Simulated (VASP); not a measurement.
Si, 1 atom in the cell. It takes space group Pm-3m (No. 221, cubic). Conventional cell: a = 2.596 Å, b = 2.596 Å, c = 2.596 Å, α = 90.00°, β = 90.00°, γ = 90.00°. Within 3.4 Å of Si (site symmetry m-3m) lie 6 Si at 2.60 Å.  This cell differs from its parent crystal: volume scaled by 1.12.

| Item | Value |
| --- | --- |
| Program | VASP 6.6.1 |
| Task | single point |
| Functional | LDA |
| Potentials or basis | VASP PAW LDA potentials, release 64 (Si) |
| Cutoff | 520 eV |
| k mesh | 14 × 14 × 14 |
| Occupations | fermi-dirac, width 0.1 eV |
| Spin | no spin polarisation |
| Dipole correction | no |
| Further INCAR settings | ALGO = Normal; EDIFF = 1e-06; NBANDS = 8 |

Potentials or basis: VASP PAW LDA potentials, release 64 (Si).

The run is started by

```sh
$ cat potpaw_LDA.64/Si/POTCAR > POTCAR
$ mpirun -np 1 vasp_std > vasp.out
```

Hardware: 1 thread of Intel Xeon 8259CL, on a shared host.

How long does it take, and how much memory?

Run time: 14 s on 1 thread of Intel Xeon 8259CL (shared host), peak memory 0.12 GiB. Counts: scf iterations 9, k points 120.
